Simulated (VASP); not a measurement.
The system is Mg5Te2.

```
Mg Te
1.0
     5.19930    0.00000    0.00000
     0.00000    5.19930    0.00000
     0.00000    0.00000    6.23851
Mg Te
5 2
Direct
  0.00000 0.50000 0.70632
  0.50000 0.00000 0.70632
  0.00000 0.50000 0.29368
  0.50000 0.00000 0.29368
  0.00000 0.00000 0.00000
  0.50000 0.50000 0.00000
  0.50000 0.50000 0.50000
```

```yaml
Program: VASP 6.6.1
Task: relaxation of cell and atoms
Functional: PBE
Potentials_or_basis: VASP PAW PBE potentials, release 64 (Mg, Te)
Cutoff: 600 eV
k_mesh: 3 × 3 × 3
Occupations: gaussian, width 0.2 eV
Spin: no spin polarisation
```

At the start: pressure 7.5 GPa; volume 24.09 Å³/atom.

Where does the relaxation end?

Over 14 steps the energy falls by 474.9 meV/atom and the volume is 26.22 Å³/atom (+8.8 %); space group P4/mmm (No. 123, to 0.05 Å).

The path:
```csv
step,energy change (eV),largest force (eV/Å),pressure (GPa),volume (Å³)
1,0.0000,1.9108,7.46,168.64
2,-1.7655,0.4452,-0.80,196.63
3,-2.0156,0.1796,-2.76,208.72
4,-2.0382,0.1086,-3.43,214.33
5,-2.7881,0.0266,-2.51,199.80
6,-3.2029,0.0924,-0.79,184.62
7,-2.4548,0.4224,9.28,153.17
8,-3.2635,0.0531,0.35,178.74
9,-3.2672,0.0161,1.05,175.95
10,-3.3048,0.0274,0.32,180.18
11,-3.3039,0.0938,-1.04,187.88
12,-3.3182,0.0579,-0.28,183.61
13,-3.3185,0.0622,-0.39,184.17
14,-3.3241,0.0759,-0.24,183.51
```

Final structure:
```yaml
crystal:
  lattice:
    - [4.51221, 0.00000, 0.00000]
    - [0.00000, 4.51221, 0.00000]
    - [0.00000, 0.00000, 9.01347]
  atoms:
    - { symbol: Mg, position: [0.00000, 0.50000, 0.73983] }
    - { symbol: Mg, position: [0.50000, 0.00000, 0.73983] }
    - { symbol: Mg, position: [0.00000, 0.50000, 0.26017] }
    - { symbol: Mg, position: [0.50000, 0.00000, 0.26017] }
    - { symbol: Mg, position: [0.00000, 0.00000, 0.00000] }
    - { symbol: Te, position: [0.50000, 0.50000, 0.00000] }
    - { symbol: Te, position: [0.50000, 0.50000, 0.50000] }
```

Caveat: the k points lie up to 0.46 Å⁻¹ apart in the final cell; the relaxation stopped at a loose force limit of 0.08 eV/Å, so its end isn't a converged minimum.
